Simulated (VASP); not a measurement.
# W (Im-3m) in VASP: notebook

The runs below take W through single point, with r2SCAN.

Everything below comes from runs of VASP 6.6.1. Logs are shortened: lines on timing, memory, paths and dates and some standing lists are left out, and cuts for length are marked.

## 1. The cell of the first run

Symmetry: Im-3m, No. 229, cubic system. The conventional cell has a = 3.078 Å, b = 3.078 Å, c = 3.078 Å, α = 90.00°, β = 90.00°, γ = 90.00°. Within 3.5 Å of W (site symmetry m-3m) lie 14 W at 2.67 to 3.08 Å.

## 2. Single point, r2SCAN

POSCAR

```
W
1.0
   -1.5389710662      1.5389710662      1.5389710662
    1.5389710662     -1.5389710662      1.5389710662
    1.5389710662      1.5389710662     -1.5389710662
W
1
Direct
    0.0000000000      0.0000000000      0.0000000000
```

INCAR.step1

```
PREC = Accurate ; ENCUT = 520
ISMEAR = 1 ; SIGMA = 0.1
LREAL = F ; LASPH = T
NELM = 100 ; NBANDS = 13
GGA = PE ; ALGO = Normal
EDIFF = 1E-4 ; LWAVE = T
LCHARG = F
```

INCAR.step2

```
PREC = Accurate ; ENCUT = 520
EDIFF = 1E-7 ; ISMEAR = 1
SIGMA = 0.1 ; LREAL = F
LASPH = T ; NELM = 100
ALGO = Normal ; ISIF = 2
LWAVE = F ; LCHARG = T
METAGGA = R2SCAN ; LMIXTAU = T
LELF = T ; LVHAR = T
NBANDS = 13 ; ISTART = 1
```

KPOINTS

```
Automatic mesh
0
Gamma
  13 13 13
```

Potentials or basis: VASP PAW PBE potentials, release 64 (W_sv).

The run is started by

```console
$ cat potpaw_PBE.64/W_sv/POTCAR > POTCAR
$ cp INCAR.step1 INCAR
$ mpirun -np 1 vasp_std > vasp.out
$ cp INCAR.step2 INCAR
$ mpirun -np 1 vasp_std > vasp.out
```

OUTCAR:

```text
PREC = Accurate
   ENCUT = 520
   EDIFF = 1E-7
   ISMEAR = 1
   LREAL = F
   LASPH = T
   NELM = 100
   ISIF = 2
   METAGGA = R2SCAN
   ISTART = 1

 ion  position               nearest neighbor table
   1  0.000  0.000  0.000-

  LATTYP: Found a body centered cubic cell.
 ALAT       =     3.0779421324

  Lattice vectors:

 A1 = (  -1.5389710662,   1.5389710662,   1.5389710662)
 A2 = (   1.5389710662,  -1.5389710662,   1.5389710662)
 A3 = (   1.5389710662,   1.5389710662,  -1.5389710662)

Analysis of symmetry for initial positions (statically):
=====================================================================
 Subroutine PRICEL returns:
 Original cell was already a primitive cell.

 Routine SETGRP: Setting up the symmetry group for a
 body centered cubic supercell.

 Subroutine GETGRP returns: Found 48 space group operations
 (whereof 48 operations were pure point group operations)
 out of a pool of 48 trial point group operations.

The static configuration has the point symmetry O_h .

Analysis of symmetry for dynamics (positions and initial velocities):
=====================================================================
 Subroutine PRICEL returns:
 Original cell was already a primitive cell.

 Routine SETGRP: Setting up the symmetry group for a
 body centered cubic supercell.

 Subroutine GETGRP returns: Found 48 space group operations
 (whereof 48 operations were pure point group operations)
 out of a pool of 48 trial point group operations.

The dynamic configuration has the point symmetry O_h .

 Subroutine INISYM returns: Found 48 space group operations
 (whereof 48 operations are pure point group operations),
 and found     1 'primitive' translations

----------------------------------------------------------------------------------------

                                     Primitive cell

  volume of cell :      14.5798

  direct lattice vectors                    reciprocal lattice vectors
    -1.538971066  1.538971066  1.538971066     0.000000000  0.324892398  0.324892398
     1.538971066 -1.538971066  1.538971066     0.324892398  0.000000000  0.324892398
     1.538971066  1.538971066 -1.538971066     0.324892398  0.324892398  0.000000000

  length of vectors
     2.665576078  2.665576078  2.665576078     0.459467235  0.459467235  0.459467235

  position of ions in fractional coordinates (direct lattice)
     0.000000000  0.000000000  0.000000000

  ion indices of the primitive-cell ions
   primitive index   ion index
                 1           1

----------------------------------------------------------------------------------------

 KPOINTS: Automatic mesh

Automatic generation of k-mesh.
 Grid dimensions read from file:
 generate k-points for:   13   13   13

 Generating k-lattice:

  Cartesian coordinates                     Fractional coordinates (reciprocal lattice)
     0.000000000  0.024991723  0.024991723     0.076923077  0.000000000  0.000000000
     0.024991723  0.000000000  0.024991723     0.000000000  0.076923077  0.000000000
     0.024991723  0.024991723  0.000000000     0.000000000  0.000000000  0.076923077

  Length of vectors
     0.035343633  0.035343633  0.035343633

  Shift w.r.t. Gamma in fractional coordinates (k-lattice)
     0.000000000  0.000000000  0.000000000

 Subroutine IBZKPT returns following result:
 ===========================================

 Found     84 irreducible k-points:

 Following reciprocal coordinates:
            Coordinates               Weight
  0.000000  0.000000  0.000000      1.000000
  0.076923  0.000000  0.000000     12.000000
  0.153846  0.000000  0.000000     12.000000
  0.230769  0.000000  0.000000     12.000000
  0.307692  0.000000  0.000000     12.000000
  0.384615  0.000000  0.000000     12.000000
[... 16 lines left out ...]
  0.153846  0.076923  0.076923     24.000000
  0.230769  0.076923  0.076923     24.000000
 [... further k-points ...]
   k-points           NKPTS =     84   k-points in BZ     NKDIM =     84   number of bands    NBANDS=     13
   number of dos      NEDOS =    301   number of ions     NIONS =      1
   total plane-waves  NPLWV =   8000
   dimension x,y,z NGX =    20 NGY =   20 NGZ =   20
   dimension x,y,z NGXF=    40 NGYF=   40 NGZF=   40
   ions per type =               1
   NGX,Y,Z   is equivalent  to a cutoff of  12.47, 12.47, 12.47 a.u.
   NGXF,Y,Z  is equivalent  to a cutoff of  24.95, 24.95, 24.95 a.u.
 SYSTEM =  unknown system
   PREC   = accura    normal or accurate (medium, high low for compatibility)
   ISTART =      1    job   : 0-new  1-cont  2-samecut
   ICHARG =      0    charge: 1-file 2-atom 10-const
   ISPIN  =      1    spin polarized calculation?
   LNONCOLLINEAR =      F non collinear calculations
   LSORBIT =      F    spin-orbit coupling
   LASPH  =      T    aspherical Exc in radial PAW
   ENCUT  =  520.0 eV  38.22 Ry    6.18 a.u.   4.96  4.96  4.96*2*pi/ulx,y,z
   NELM   =    100;   NELMIN=  2; NELMDL=  0     # of ELM steps
   EDIFF  = 0.1E-06   stopping-criterion for ELM
   LREAL  =      F    real-space projection
   EDIFFG = 0.1E-05   stopping-criterion for IOM
   NSW    =      0    number of steps for IOM
   IBRION =     -1    ionic relax: 0-MD 1-quasi-New 2-CG
   NFREE  =      0    steps in history (QN), initial steepest desc. (CG)
   ISIF   =      2    stress and relaxation
   ISYM   =      2    0-nonsym 1-usesym 2-fastsym
   POTIM  = 0.5000    time-step for ionic-motion
   TEBEG  =    0.0;   TEEND  =   0.0 temperature during run
   PSTRESS=    0.0 pullay stress
   NELECT =      14.0000    total number of electrons
   NUPDOWN=      -1.0000    fix difference up-down
   EMIN   =  10.00;   EMAX   =-10.00  energy-range for DOS
   EFERMI =   0.00;   METHOD = LEGACY
   ISMEAR =     1;   SIGMA  =   0.10  broadening in eV -4-tet -1-fermi 0-gaus
   EFERMI_NEDOS =   21; number of points for ismear=-14 and -15
   IALGO  =     38    algorithm
   IMIX   =      4    mixing-type and parameters
     AMIX     =   0.40;   BMIX     =  1.00
     AMIX_MAG =   1.60;   BMIX_MAG =  1.00
  volume/ion in A,a.u.               =      14.58        98.39
  Fermi-wavevector in a.u.,A,eV,Ry     =   1.615104  3.052103 35.491609  2.608560
  Thomas-Fermi vector in A             =   2.709905
   LORBIT       =      0    0 simple, 1 ext, 2 COOP (PROOUT), +10 PAW based schemes
   METAGGA = R2SCAN    functional components
   LHFCALC =     F    Hartree Fock is set to
   AEXX    =    0.0000 exact exchange contribution
   IVDW    =     0    specifies the selected vdW correction
   LEPSILON=     F    determine dielectric tensor
   LRPA    =     F    only Hartree local field effects (RPA)
 non-spin polarized calculation
 Methfessel and Paxton  Order N= 1 SIGMA  =   0.10
  energy-cutoff  :      520.00
  volume of cell :       14.58
 maximum number of plane-waves:       406
   NGX =  9   NGY =  9   NGZ =  9

 number of electron      13.9999995 magnetization

 Free energy of the ion-electron system (eV)
  ---------------------------------------------------
  ext. energy  EPLUGINS =         0.00000000
  ---------------------------------------------------
  free energy    TOTEN  =       -51.22695290 eV

  energy without entropy =      -51.22700912  energy(sigma->0) =      -51.22697164

 E-fermi :  12.6605     XC(G=0): -15.5105

 val. band max:       12.6460767181   @ k =  -0.4615   0.4615   0.2308
 cond. band min:      12.8010806074   @ k =  -0.3846   0.3846   0.2308
 fundamental gap:      0.1550038893
 Fermi energy:        12.6605070520

 k-point     1 :       0.0000    0.0000    0.0000
  band No.  band energies     occupation
      1     -63.4791      2.00000
      2     -26.1825      2.00000
      3     -26.1824      2.00000
      4     -26.1824      2.00000
      5       1.9519      2.00000
      6      11.1034      2.00000
      7      11.1034      2.00000
      8      11.1034      2.00000
      9      15.2900      0.00000
     10      15.2900      0.00000
     11      27.9767      0.00000
     12      27.9767      0.00000
     13      27.9767      0.00000

 k-point     2 :       0.0769    0.0000    0.0000
  band No.  band energies     occupation
      1     -63.4668      2.00000
      2     -26.2957      2.00000
      3     -26.2166      2.00000
      4     -26.1833      2.00000
      5       2.2822      2.00000
      6      10.8964      2.00000
      7      11.0488      2.00000
      8      11.4246      2.00000
      9      14.9592      0.00000
     10      15.2870      0.00000
     11      28.2642      0.00000
     12      28.5349      0.00000
     13      28.8134      0.00000

 k-point     3 :       0.1538    0.0000    0.0000
  band No.  band energies     occupation
      1     -63.4326      2.00000
      2     -26.6019      2.00000
      3     -26.3103      2.00000
      4     -26.1856      2.00000
      5       3.1876      2.00000
      6      10.3667      2.00000
      7      10.7990      2.00000
      8      12.3666      2.00026
      9      14.4702     -0.00000
     10      15.3126      0.00000
     11      28.8503      0.00000
     12      30.1117      0.00000
     13      30.6212      0.00000
[... 305 lines left out ...]
 k-point    23 :       0.1538    0.0769    0.0769
  band No.  band energies     occupation
      1     -63.3689      2.00000
      2     -27.1489      2.00000
      3     -26.4018      2.00000
      4     -26.2732      2.00000
      5       4.9270      2.00000
      6       9.4830      2.00000
      7       9.7012      2.00000
      8      14.7670      0.00000
      9      15.1336      0.00000
     10      15.3685      0.00000
     11      29.5663      0.00000
     12      31.0631      0.00000
     13      31.2006      0.00000

 k-point    24 :       0.2308    0.0769    0.0769
  band No.  band energies     occupation
      1     -63.3221      2.00000
      2     -27.4736      2.00000
      3     -26.5764      2.00000
      4     -26.2854      2.00000
      5       5.9097      2.00000
      6       8.9305      2.00000
      7       9.8130      2.00000
      8      14.9921      0.00000
      9      15.7673      0.00000
     10      17.1771      0.00000
     11      28.1529      0.00000
     12      29.2611      0.00000
     13      33.2342      0.00000

 [... further k-points ...]

------------------------ aborting loop because EDIFF is reached ----------------------------------------

  FORCE on cell =-STRESS in cart. coord.  units (eV):
  Direction    XX          YY          ZZ          XY          YZ          ZX
  --------------------------------------------------------------------------------------
  -------------------------------------------------------------------------------------
  Total        3.1784840      3.1784840      3.1784840     -0.0000000      0.0000000     -0.0000000
  in kB      349.2844560    349.2844560    349.2844560     -0.0000000      0.0000000     -0.0000000
  external PRESSURE =     349.2844560 kB  Pullay stress =       0.0000000 kB

 VOLUME and BASIS-vectors are now :
 -----------------------------------------------------------------------------
  energy-cutoff  :      520.00
  volume of cell :       14.58
      direct lattice vectors                 reciprocal lattice vectors
    -1.538971066  1.538971066  1.538971066     0.000000000  0.324892398  0.324892398
     1.538971066 -1.538971066  1.538971066     0.324892398  0.000000000  0.324892398
     1.538971066  1.538971066 -1.538971066     0.324892398  0.324892398  0.000000000

 POSITION                                       TOTAL-FORCE (eV/Angst)
 -----------------------------------------------------------------------------------
      0.00000      0.00000      0.00000         0.000000     -0.000000      0.000000
 -----------------------------------------------------------------------------------
    total drift:                                0.000000     -0.000000      0.000000

  FREE ENERGIE OF THE ION-ELECTRON SYSTEM (eV)
  ---------------------------------------------------
  free  energy   TOTEN  =       -51.2269528993 eV

  energy  without entropy=      -51.2270091235  energy(sigma->0) =      -51.22697164
```

Wall time 35 s (1 thread of AMD EPYC 9R45 (Zen 5), shared host); peak memory 0.11 GiB.

What came out:

| Quantity | Value |
| --- | --- |
| Free energy | -51.2270 eV |
| Pressure | 34.9 GPa |
| Band gap on the k mesh | zero (band 7 reaches 17.74 eV, above the bottom of band 8 at 11.10 eV) |

Levels at points of the mesh, in eV from the Fermi level:
```tsv
k point	band 4	band 5	band 6	band 7	band 8	band 9	band 10	band 11
(0.00, 0.00, 0.00)	-38.84	-10.71	-1.56	-1.56	-1.56	2.63	2.63	15.32
```

Caveat: the PAW data sets were made with another functional, which shifts forces and pressure a little; spin-orbit coupling is left out, which moves the levels of the heavy elements.

## 3. Single point, r2SCAN

This run uses another cell than the first one, of 15.00 Å³/atom, 1.029 times its volume.

POSCAR

```
W
1.0
   -1.5536989570      1.5536989570      1.5536989570
    1.5536989570     -1.5536989570      1.5536989570
    1.5536989570      1.5536989570     -1.5536989570
W
1
Direct
    0.0000000000      0.0000000000      0.0000000000
```

INCAR.step1

```
SYSTEM = W
  ALGO = Normal
  EDIFF = 1E-4
  ENCUT = 520
  GGA = PE
  ISMEAR = 1
  LASPH = .True.
  LCHARG = .False.
  LREAL = .False.
  LWAVE = .True.
  NBANDS = 13
  NELM = 80
  PREC = Accurate
  SIGMA = 0.1
```

INCAR.step2

```
SYSTEM = W
  ALGO = Normal
  EDIFF = 1E-7
  ENCUT = 520
  ISIF = 2
  ISMEAR = 1
  ISTART = 1
  LASPH = .True.
  LCHARG = .False.
  LMIXTAU = .True.
  LREAL = .False.
  LWAVE = .False.
  METAGGA = R2SCAN
  NBANDS = 13
  NELM = 80
  PREC = Accurate
  SIGMA = 0.1
```

KPOINTS

```
k-points
0
Gamma
  13 13 13
  0 0 0
```

Potentials or basis: VASP PAW PBE potentials, release 64 (W_sv).

The run is started by

```console
$ cat potpaw_PBE.64/W_sv/POTCAR > POTCAR
$ cp INCAR.step1 INCAR
$ mpirun -np 1 vasp_std > vasp.out
$ cp INCAR.step2 INCAR
$ mpirun -np 1 vasp_std > vasp.out
```

OUTCAR:

```text
SYSTEM = W
   EDIFF = 1E-7
   ENCUT = 520
   ISIF = 2
   ISMEAR = 1
   ISTART = 1
   LASPH = .True.
   LREAL = .False.
   METAGGA = R2SCAN
   NELM = 80
   PREC = Accurate

 ion  position               nearest neighbor table
   1  0.000  0.000  0.000-

  LATTYP: Found a body centered cubic cell.
 ALAT       =     3.1073979140

  Lattice vectors:

 A1 = (  -1.5536989570,   1.5536989570,   1.5536989570)
 A2 = (   1.5536989570,  -1.5536989570,   1.5536989570)
 A3 = (   1.5536989570,   1.5536989570,  -1.5536989570)

Analysis of symmetry for initial positions (statically):
=====================================================================
 Subroutine PRICEL returns:
 Original cell was already a primitive cell.

 Routine SETGRP: Setting up the symmetry group for a
 body centered cubic supercell.

 Subroutine GETGRP returns: Found 48 space group operations
 (whereof 48 operations were pure point group operations)
 out of a pool of 48 trial point group operations.

The static configuration has the point symmetry O_h .

[... 166 lines left out ...]
  band No.  band energies     occupation
      1     -63.9401      2.00000
      2     -26.7027      2.00000
      3     -26.7027      2.00000
      4     -26.7027      2.00000
      5       1.6695      2.00000
      6      10.7242      2.00000
      7      10.7242      2.00000
      8      10.7242      2.00000
      9      14.7922      0.00000
     10      14.7922      0.00000
     11      27.4821      0.00000
     12      27.4821      0.00000
     13      27.4821      0.00000
[... 354 lines left out ...]
  band No.  band energies     occupation
      1     -63.8012      2.00000
      2     -27.8810      2.00000
      3     -27.0627      2.00000
      4     -26.7954      2.00000
      5       5.5684      2.00000
      6       8.6288      2.00000
      7       9.4378      2.00000
      8      14.4919      0.00000
      9      15.2434      0.00000
     10      16.5625      0.00000
     11      27.5234      0.00000
     12      28.3729      0.00000
     13      32.5010      0.00000

 [... further k-points ...]

------------------------ aborting loop because EDIFF is reached ----------------------------------------

  FORCE on cell =-STRESS in cart. coord.  units (eV):
  Direction    XX          YY          ZZ          XY          YZ          ZX
  --------------------------------------------------------------------------------------
  -------------------------------------------------------------------------------------
  Total        2.0924774      2.0924774      2.0924774      0.0000000      0.0000000      0.0000000
  in kB      223.4656342    223.4656342    223.4656342      0.0000000      0.0000000      0.0000000
  external PRESSURE =     223.4656342 kB  Pullay stress =       0.0000000 kB

 VOLUME and BASIS-vectors are now :
 -----------------------------------------------------------------------------
  energy-cutoff  :      520.00
  volume of cell :       15.00
      direct lattice vectors                 reciprocal lattice vectors
    -1.553698957  1.553698957  1.553698957     0.000000000  0.321812664  0.321812664
     1.553698957 -1.553698957  1.553698957     0.321812664  0.000000000  0.321812664
     1.553698957  1.553698957 -1.553698957     0.321812664  0.321812664  0.000000000

 POSITION                                       TOTAL-FORCE (eV/Angst)
 -----------------------------------------------------------------------------------
      0.00000      0.00000      0.00000        -0.000000      0.000000      0.000000
 -----------------------------------------------------------------------------------
    total drift:                                0.000000     -0.000000      0.000000

  FREE ENERGIE OF THE ION-ELECTRON SYSTEM (eV)
  ---------------------------------------------------
  free  energy   TOTEN  =       -51.3023243930 eV

  energy  without entropy=      -51.3022786543  energy(sigma->0) =      -51.30230915
```

OSZICAR.step1:

```text
N       E                     dE             d eps       ncg     rms          rms(c)
DAV:   1     0.864037620939E+02    0.86404E+02   -0.74008E+03  2200   0.123E+03
DAV:   2    -0.119072070374E+02   -0.98311E+02   -0.94626E+02  2399   0.321E+02
DAV:   3    -0.134412821975E+02   -0.15341E+01   -0.15299E+01  2414   0.392E+01
DAV:   4    -0.134471762193E+02   -0.58940E-02   -0.58939E-02  2404   0.263E+00
DAV:   5    -0.134472231339E+02   -0.46915E-04   -0.46916E-04  2429   0.219E-01    0.232E+01
DAV:   6    -0.130066727134E+02    0.44055E+00   -0.34566E-01  2294   0.806E+00    0.984E+00
DAV:   7    -0.128835042248E+02    0.12317E+00   -0.19453E-01  2414   0.576E+00    0.515E-01
DAV:   8    -0.128792734176E+02    0.42308E-02   -0.40665E-03  2219   0.807E-01    0.162E-01
DAV:   9    -0.128793026320E+02   -0.29214E-04   -0.31420E-05  1637   0.710E-02
   1 F= -.12879303E+02 E0= -.12879319E+02  d E =0.491670E-04
```

It took 35 s on 1 thread of AMD EPYC 9R45 (Zen 5), shared host; peak memory 0.11 GiB.

Results:

```yaml
Free_energy: -51.3023 eV
Pressure: 22.3 GPa
Band_gap_on_the_k_mesh: zero (band 7 reaches 17.12 eV, above the bottom of band 8 at 10.72 eV)
```

Levels at points of the mesh, in eV from the Fermi level:
```tsv
k point	band 3	band 4	band 5	band 6	band 7	band 8	band 9	band 10	band 11	band 12
(0.00, 0.00, 0.00)	-38.93	-38.93	-10.55	-1.50	-1.50	-1.50	2.57	2.57	15.26	15.26
```

Caveat: the PAW data sets were made with another functional, which shifts forces and pressure a little; spin-orbit coupling is left out, which moves the levels of the heavy elements.
